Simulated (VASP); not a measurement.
# K (I4/mmm) in VASP: single point with PBE

Aim: the single point of K with PBE.

Program: VASP 6.6.1. These are calculated values, not measurements. Logs are shortened: lines on timing, memory, paths and dates and some standing lists are left out, and cuts for length are marked.

## Step 1: The cell of the first run

The typed cell holds 1 atom: a = 4.665 Å, b = 4.665 Å, c = 4.665 Å, α = 120.00°, β = 120.00°, γ = 90.01°.

## Step 2: Single point, PBE

Input file INCAR:

```
SYSTEM = K
PREC     = Accurate       ! precision mode
ENCUT    = 520            ! plane-wave cutoff, eV
EDIFF    = 1E-6           ! SCF threshold, eV
ISMEAR   = 0              ! smearing method
SIGMA    = 0.15           ! smearing width, eV
LREAL    = .FALSE.        ! projectors in reciprocal space
LASPH    = .TRUE.         ! aspherical terms in the spheres
NELM     = 100            ! most SCF steps
ALGO     = Normal         ! electronic algorithm
ISIF     = 2              ! what is computed and relaxed
LWAVE    = .FALSE.        ! write WAVECAR
LCHARG   = .FALSE.        ! write CHGCAR
GGA      = PE             ! functional
NBANDS   = 10             ! bands
```

Input file KPOINTS:

```
regular mesh
0
G
  14 14 14
  0 0 0
```

Input file POSCAR:

```
K
1.0
   -2.3324902609      2.3324902609      3.2981412289
    2.3324902609     -2.3324902609      3.2981412289
    2.3324902609      2.3324902609     -3.2981412289
K
1
Direct
    0.0000000000      0.0000000000      0.0000000000
```

Potentials or basis: VASP PAW PBE potentials, release 64 (K_sv).

On the command line:

```
> cat potpaw_PBE.64/K_sv/POTCAR > POTCAR
> mpirun -np 1 vasp_std > vasp.out
```

OUTCAR:

```text
SYSTEM = K
   PREC = Accurate
   ENCUT = 520
   EDIFF = 1E-6
   ISMEAR = 0
   LREAL = .FALSE.
   LASPH = .TRUE.
   NELM = 100
   ISIF = 2
   GGA = PE

 ion  position               nearest neighbor table
   1  0.000  0.000  0.000-

  LATTYP: Found a body centered tetragonal cell.
 ALAT       =     4.6649805218
 C/A-ratio  =     1.4140000000

  Lattice vectors:

 A1 = (  -2.3324902609,   2.3324902609,   3.2981412289)
 A2 = (   2.3324902609,  -2.3324902609,   3.2981412289)
 A3 = (   2.3324902609,   2.3324902609,  -3.2981412289)

Analysis of symmetry for initial positions (statically):
=====================================================================
 Subroutine PRICEL returns:
 Original cell was already a primitive cell.

 Routine SETGRP: Setting up the symmetry group for a
 body centered tetragonal supercell.

 Subroutine GETGRP returns: Found 16 space group operations
 (whereof 16 operations were pure point group operations)
 out of a pool of 16 trial point group operations.

The static configuration has the point symmetry D_4h.

Analysis of symmetry for dynamics (positions and initial velocities):
=====================================================================
 Subroutine PRICEL returns:
 Original cell was already a primitive cell.

 Routine SETGRP: Setting up the symmetry group for a
 body centered tetragonal supercell.

 Subroutine GETGRP returns: Found 16 space group operations
 (whereof 16 operations were pure point group operations)
 out of a pool of 16 trial point group operations.

The dynamic configuration has the point symmetry D_4h.

 Subroutine INISYM returns: Found 16 space group operations
 (whereof 16 operations are pure point group operations),
 and found     1 'primitive' translations

----------------------------------------------------------------------------------------

                                     Primitive cell

  volume of cell :      71.7743

  direct lattice vectors                    reciprocal lattice vectors
    -2.332490261  2.332490261  3.298141229     0.000000000  0.214363167  0.151600543
     2.332490261 -2.332490261  3.298141229     0.214363167  0.000000000  0.151600543
     2.332490261  2.332490261 -3.298141229     0.214363167  0.214363167  0.000000000

  length of vectors
     4.664628302  4.664628302  4.664628302     0.262553408  0.262553408  0.303155298

  position of ions in fractional coordinates (direct lattice)
     0.000000000  0.000000000  0.000000000

  ion indices of the primitive-cell ions
   primitive index   ion index
                 1           1

----------------------------------------------------------------------------------------

 KPOINTS: regular mesh

Automatic generation of k-mesh.
 Grid dimensions read from file:
 generate k-points for:   14   14   14

 Generating k-lattice:

  Cartesian coordinates                     Fractional coordinates (reciprocal lattice)
     0.000000000  0.015311655  0.010828610     0.071428571  0.000000000  0.000000000
     0.015311655  0.000000000  0.010828610     0.000000000  0.071428571  0.000000000
     0.015311655  0.015311655  0.000000000     0.000000000  0.000000000  0.071428571

  Length of vectors
     0.018753815  0.018753815  0.021653950

  Shift w.r.t. Gamma in fractional coordinates (k-lattice)
     0.000000000  0.000000000  0.000000000

 Subroutine IBZKPT returns following result:
 ===========================================

 Found    244 irreducible k-points:

 Following reciprocal coordinates:
            Coordinates               Weight
  0.000000  0.000000  0.000000      1.000000
  0.071429  0.000000 -0.000000      8.000000
  0.142857 -0.000000  0.000000      8.000000
  0.214286  0.000000 -0.000000      8.000000
  0.285714  0.000000  0.000000      8.000000
  0.357143  0.000000 -0.000000      8.000000
[... 16 lines left out ...]
  0.214286  0.142857  0.000000     16.000000
  0.285714  0.142857  0.000000     16.000000
 [... further k-points ...]
   k-points           NKPTS =    244   k-points in BZ     NKDIM =    244   number of bands    NBANDS=     10
   number of dos      NEDOS =    301   number of ions     NIONS =      1
   total plane-waves  NPLWV =  46656
   dimension x,y,z NGX =    36 NGY =   36 NGZ =   36
   dimension x,y,z NGXF=    72 NGYF=   72 NGZF=   72
   ions per type =               1
   NGX,Y,Z   is equivalent  to a cutoff of  12.83, 12.83, 12.83 a.u.
   NGXF,Y,Z  is equivalent  to a cutoff of  25.66, 25.66, 25.66 a.u.
 SYSTEM =  K
   PREC   = accura    normal or accurate (medium, high low for compatibility)
   ISTART =      0    job   : 0-new  1-cont  2-samecut
   ICHARG =      2    charge: 1-file 2-atom 10-const
   ISPIN  =      1    spin polarized calculation?
   LNONCOLLINEAR =      F non collinear calculations
   LSORBIT =      F    spin-orbit coupling
   LASPH  =      T    aspherical Exc in radial PAW
   ENCUT  =  520.0 eV  38.22 Ry    6.18 a.u.   8.67  8.67  8.67*2*pi/ulx,y,z
   NELM   =    100;   NELMIN=  2; NELMDL= -5     # of ELM steps
   EDIFF  = 0.1E-05   stopping-criterion for ELM
   LREAL  =      F    real-space projection
   EDIFFG = 0.1E-04   stopping-criterion for IOM
   NSW    =      0    number of steps for IOM
   IBRION =     -1    ionic relax: 0-MD 1-quasi-New 2-CG
   NFREE  =      0    steps in history (QN), initial steepest desc. (CG)
   ISIF   =      2    stress and relaxation
   ISYM   =      2    0-nonsym 1-usesym 2-fastsym
   POTIM  = 0.5000    time-step for ionic-motion
   TEBEG  =    0.0;   TEEND  =   0.0 temperature during run
   PSTRESS=    0.0 pullay stress
   NELECT =       9.0000    total number of electrons
   NUPDOWN=      -1.0000    fix difference up-down
   EMIN   =  10.00;   EMAX   =-10.00  energy-range for DOS
   EFERMI =   0.00;   METHOD = LEGACY
   ISMEAR =     0;   SIGMA  =   0.15  broadening in eV -4-tet -1-fermi 0-gaus
   EFERMI_NEDOS =   21; number of points for ismear=-14 and -15
   IALGO  =     38    algorithm
   IMIX   =      4    mixing-type and parameters
     AMIX     =   0.40;   BMIX     =  1.00
     AMIX_MAG =   1.60;   BMIX_MAG =  1.00
  volume/ion in A,a.u.               =      71.77       484.36
  Fermi-wavevector in a.u.,A,eV,Ry     =   0.819406  1.548454  9.135317  0.671427
  Thomas-Fermi vector in A             =   1.930206
   LORBIT       =      0    0 simple, 1 ext, 2 COOP (PROOUT), +10 PAW based schemes
   GGA     = PE    functional components
   LHFCALC =     F    Hartree Fock is set to
   AEXX    =    0.0000 exact exchange contribution
   IVDW    =     0    specifies the selected vdW correction
   LEPSILON=     F    determine dielectric tensor
   LRPA    =     F    only Hartree local field effects (RPA)
 non-spin polarized calculation
 Gauss-broadening in eV      SIGMA  =   0.15
  energy-cutoff  :      520.00
  volume of cell :       71.77
 maximum number of plane-waves:      1964
   NGX = 17   NGY = 17   NGZ = 17

 number of electron       9.0000000 magnetization

 Free energy of the ion-electron system (eV)
  ---------------------------------------------------
  ext. energy  EPLUGINS =         0.00000000
  ---------------------------------------------------
  free energy    TOTEN  =        -1.05159623 eV

  energy without entropy =       -1.04371397  energy(sigma->0) =       -1.04765510

 E-fermi :  -0.0580     XC(G=0):  -5.7099

 val. band max:       -0.1127505034   @ k =  -0.3571  -0.3571   0.2143
 cond. band min:      -0.0468371360   @ k =  -0.2857   0.4286   0.0714
 fundamental gap:      0.0659133674
 Fermi energy:        -0.0579580061

 k-point     1 :       0.0000    0.0000    0.0000
  band No.  band energies     occupation
      1     -32.1786      2.00000
      2     -15.6274      2.00000
      3     -15.6274      2.00000
      4     -15.6274      2.00000
      5      -2.2575      2.00000
      6       4.1679      0.00000
      7       4.1679      0.00000
      8       4.1685      0.00000
      9       5.4376      0.00000
     10       5.4386      0.00000

 k-point     2 :       0.0714    0.0000   -0.0000
  band No.  band energies     occupation
      1     -32.1784      2.00000
      2     -15.6311      2.00000
      3     -15.6279      2.00000
      4     -15.6279      2.00000
      5      -2.1962      2.00000
      6       3.9931      0.00000
      7       4.1929      0.00000
      8       4.1933      0.00000
      9       5.3787      0.00000
     10       5.3797      0.00000

 k-point     3 :       0.1429   -0.0000    0.0000
  band No.  band energies     occupation
      1     -32.1778      2.00000
      2     -15.6413      2.00000
      3     -15.6293      2.00000
      4     -15.6293      2.00000
      5      -2.0144      2.00000
      6       3.5606      0.00000
      7       4.2455      0.00000
      8       4.2460      0.00000
      9       5.2671      0.00000
     10       5.2679      0.00000

 k-point     4 :       0.2143    0.0000   -0.0000
  band No.  band energies     occupation
      1     -32.1769      2.00000
      2     -15.6559      2.00000
      3     -15.6314      2.00000
      4     -15.6313      2.00000
      5      -1.7179      2.00000
      6       2.9992      0.00000
      7       4.2563      0.00000
      8       4.2569      0.00000
      9       5.2475      0.00000
     10       5.2480      0.00000

 k-point     5 :       0.2857    0.0000    0.0000
  band No.  band energies     occupation
      1     -32.1760      2.00000
      2     -15.6721      2.00000
      3     -15.6336      2.00000
      4     -15.6336      2.00000
      5      -1.3167      2.00000
      6       2.3736      0.00000
      7       4.1786      0.00000
      8       4.1794      0.00000
      9       5.4145      0.00000
     10       5.4147      0.00000

 k-point     6 :       0.3571    0.0000   -0.0000
  band No.  band energies     occupation
      1     -32.1752      2.00000
      2     -15.6865      2.00000
      3     -15.6356      2.00000
      4     -15.6356      2.00000
      5      -0.8242      2.00000
      6       1.7149      0.00000
      7       4.0664      0.00000
      8       4.0672      0.00000
      9       5.7230      0.00000
     10       5.7231      0.00000
[... 183 lines left out ...]
 k-point    21 :      -0.0714    0.0714    0.0000
  band No.  band energies     occupation
      1     -32.1783      2.00000
      2     -15.6310      2.00000
      3     -15.6287      2.00000
      4     -15.6287      2.00000
      5      -2.1759      2.00000
      6       3.9890      0.00000
      7       4.1784      0.00000
      8       4.1789      0.00000
      9       5.2341      0.00000
     10       5.4721      0.00000

 k-point    22 :       0.1429    0.1429    0.0000
  band No.  band energies     occupation
      1     -32.1767      2.00000
      2     -15.6562      2.00000
      3     -15.6380      2.00000
      4     -15.6305      2.00000
      5      -1.6200      2.00000
      6       3.0550      0.00000
      7       3.8054      0.00000
      8       4.5431      0.00000
      9       4.7498      0.00000
     10       5.5525      0.00000

 k-point    23 :       0.2143    0.1429    0.0000
  band No.  band energies     occupation
      1     -32.1758      2.00000
      2     -15.6681      2.00000
      3     -15.6426      2.00000
      4     -15.6325      2.00000
      5      -1.2582      2.00000
      6       2.6153      0.00000
      7       3.5302      0.00000
      8       4.4658      0.00000
      9       4.8609      0.00000
     10       5.7800      0.00000

 k-point    24 :       0.2857    0.1429    0.0000
  band No.  band energies     occupation
      1     -32.1750      2.00000
      2     -15.6802      2.00000
      3     -15.6459      2.00000
      4     -15.6350      2.00000
      5      -0.8012      2.00000
      6       2.0417      0.00000
      7       3.3712      0.00000
      8       4.2761      0.00000
      9       5.2075      0.00000
     10       6.0494      0.00000

 [... further k-points ...]
[... 5 lines left out ...]
  --------------------------------------------------------------------------------------
  -------------------------------------------------------------------------------------
  Total        0.0455115      0.0455115      0.0455789      0.0000000      0.0000000      0.0000000
  in kB        1.0159273      1.0159273      1.0174316      0.0000000      0.0000000      0.0000000
  external PRESSURE =       1.0164287 kB  Pullay stress =       0.0000000 kB

 VOLUME and BASIS-vectors are now :
 -----------------------------------------------------------------------------
  energy-cutoff  :      520.00
  volume of cell :       71.77
      direct lattice vectors                 reciprocal lattice vectors
    -2.332490261  2.332490261  3.298141229     0.000000000  0.214363167  0.151600543
     2.332490261 -2.332490261  3.298141229     0.214363167  0.000000000  0.151600543
     2.332490261  2.332490261 -3.298141229     0.214363167  0.214363167  0.000000000

 POSITION                                       TOTAL-FORCE (eV/Angst)
 -----------------------------------------------------------------------------------
      0.00000      0.00000      0.00000        -0.000000      0.000000      0.000000
 -----------------------------------------------------------------------------------
    total drift:                               -0.000000      0.000000      0.000000

  FREE ENERGIE OF THE ION-ELECTRON SYSTEM (eV)
  ---------------------------------------------------
  free  energy   TOTEN  =        -1.0515962283 eV

  energy  without entropy=       -1.0437139722  energy(sigma->0) =       -1.04765510
```

Wall time 47 s (1 thread of Intel Xeon 6975P-C (Granite Rapids), shared host); peak memory 0.31 GiB.

Results:

| Item | Value |
| --- | --- |
| Free energy | -1.0516 eV |
| Pressure | 0.1 GPa |

Levels at points of the mesh, in eV from the Fermi level:
| k point | band 1 | band 2 | band 3 | band 4 | band 5 | band 6 | band 7 | band 8 | band 9 | band 10 |
| --- | --- | --- | --- | --- | --- | --- | --- | --- | --- | --- |
| (0.00, 0.00, 0.00) | -32.12 | -15.57 | -15.57 | -15.57 | -2.20 | 4.23 | 4.23 | 4.23 | 5.50 | 5.50 |
| (0.50, 0.00, 0.00) | -32.12 | -15.64 | -15.58 | -15.58 | 0.32 | 0.55 | 4.01 | 4.01 | 6.22 | 6.30 |
| (0.50, 0.50, 0.00) | -32.12 | -15.64 | -15.60 | -15.60 | 0.89 | 1.40 | 2.32 | 5.00 | 5.00 | 5.70 |
| (0.50, 0.50, 0.50) | -32.12 | -15.64 | -15.60 | -15.60 | 0.90 | 1.40 | 2.32 | 5.00 | 5.00 | 5.70 |
